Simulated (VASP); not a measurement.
Here is a VASP 6.6.1 calculation.

Contents of INCAR:

```
SYSTEM = Y16HCO
PREC = Accurate ; ENCUT = 520
EDIFF = 1E-6 ; ISMEAR = 0
SIGMA = 0.05 ; LREAL = .FALSE.
LASPH = .TRUE. ; NELM = 120
ALGO = Normal ; ISIF = 2
LWAVE = .FALSE. ; LCHARG = .TRUE.
GGA = PE ; LELF = .TRUE.
LVHAR = .TRUE. ; NBANDS = 108
GGA_COMPAT = .FALSE. ; NELMDL = -8
```

The input KPOINTS:

```
Automatic mesh
0
G
  3 3 1
  0 0 0
```

The input POSCAR:

```
Y16HCO
1.0
    7.3000000000      0.0000000000      0.0000000000
    3.6500000000      6.3219850000      0.0000000000
    0.0000000000      0.0000000000     21.6012250000
Y C H O
16 1 1 1
Direct
   -0.1666667194      0.3333334388      0.0462936708
    0.3333332806      0.3333334388      0.0462936708
   -0.1666666798      0.8333333597      0.0462936708
    0.3333333202      0.8333333597      0.0462936708
   -0.0004193398      0.0004512823      0.1742975225
    0.5012981350     -0.0008688727      0.1746550022
    0.0003832185      0.4973461658      0.1760446456
    0.4955404061      0.5010312426      0.1746918057
   -0.1842337283      0.3354022510      0.3078114320
    0.3315205448      0.3260748009      0.3104802621
   -0.1555013417      0.8268089848      0.3078637901
    0.3364692844      0.8319375955      0.3059004756
    0.0214522588      0.0019406879      0.4425268011
    0.5486764633     -0.0270521047      0.4449240726
   -0.0051877711      0.4856525284      0.4346295638
    0.4442756623      0.5335749768      0.4481124103
    0.8783395524      0.8071619911      0.4794415594
    1.3490504896      0.8541554591      0.4838708916
    1.0998635522      0.6864476901      0.4885842817
```

Potentials or basis: VASP PAW PBE potentials, release 64 (Y_sv, C, H, O).

Run with:

```sh
$ cat potpaw_PBE.64/Y_sv/POTCAR potpaw_PBE.64/C/POTCAR potpaw_PBE.64/H/POTCAR potpaw_PBE.64/O/POTCAR > POTCAR
$ mpirun -np 1 vasp_std > vasp.out
```

**Question.** Predict the band gap on the k mesh.

**Answer.** Zero (an odd number of electrons rules out a gap without spin polarisation).

**Question.** What does it give for the largest force?

**Answer.** 0.181 eV/Å.

Forces on the atoms (eV/Å):
```
Y   -0.014  0.021 -0.006
Y    0.018  0.007 -0.011
Y   -0.006  0.000  0.082
Y   -0.002 -0.022 -0.041
Y    0.003  0.000  0.001
Y    0.002 -0.002 -0.001
Y   -0.004  0.001 -0.001
Y    0.003  0.000 -0.001
Y    0.001 -0.004  0.001
Y    0.004 -0.006  0.001
Y   -0.006 -0.007 -0.007
Y   -0.003 -0.001  0.014
Y    0.013  0.031 -0.014
Y   -0.016  0.010  0.005
Y    0.009 -0.014 -0.006
Y   -0.014 -0.002 -0.006
C   -0.145  0.104 -0.022
H    0.010 -0.009 -0.006
O    0.145 -0.106  0.017
```

Caveat: there is no dipole correction, which matters where the two faces differ; an odd number of electrons without spin polarisation forces a metal; a magnetic or distorted state may lie lower.
